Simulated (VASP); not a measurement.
Here is a VASP 6.6.1 calculation.

File INCAR:

```
ALGO = Normal
EDIFF = 1E-6
ENCUT = 520
GGA = CA
ISIF = 2
ISMEAR = -1
LASPH = T
LCHARG = F
LREAL = F
LWAVE = F
NBANDS = 22
NELM = 60
PREC = Accurate
SIGMA = 0.05
```

The input KPOINTS:

```
k-points
0
Gamma
  5 5 2
```

POSCAR

```
I
1.0
    3.5886574856     -2.1413150345      0.0000000000
    3.5886574856      2.1413150345      0.0000000000
    0.0000000000      0.0000000000      9.6272130475
I
4
Direct
    0.8254265040      0.1745734960      0.1231842588
    0.6745734960      0.3254265040      0.6231842588
    0.1745734960      0.8254265040      0.8768157412
    0.3254265040      0.6745734960      0.3768157412
```

Potentials or basis: VASP PAW LDA potentials, release 64 (I).

Launch:

```sh
$ cat potpaw_LDA.64/I/POTCAR > POTCAR
$ mpirun -np 1 vasp_std > vasp.out
```

Problem. What does it give for the largest force?

Solution. 0.007 eV/Å.

Problem. Estimate the band gap on the k mesh.

Solution. 0.78 eV, indirect (least direct gap 1.02 eV).

Problem. Estimate the pressure.

Solution. 0.0 GPa.

Forces in eV/Å, atoms in the order of the input:
```
I    0.000 -0.004 -0.006
I    0.000  0.004 -0.006
I    0.000  0.004  0.006
I    0.000 -0.004  0.006
```

Caveat: spin-orbit coupling is left out, which moves the levels of the heavy elements. A k mesh can miss the band edges.
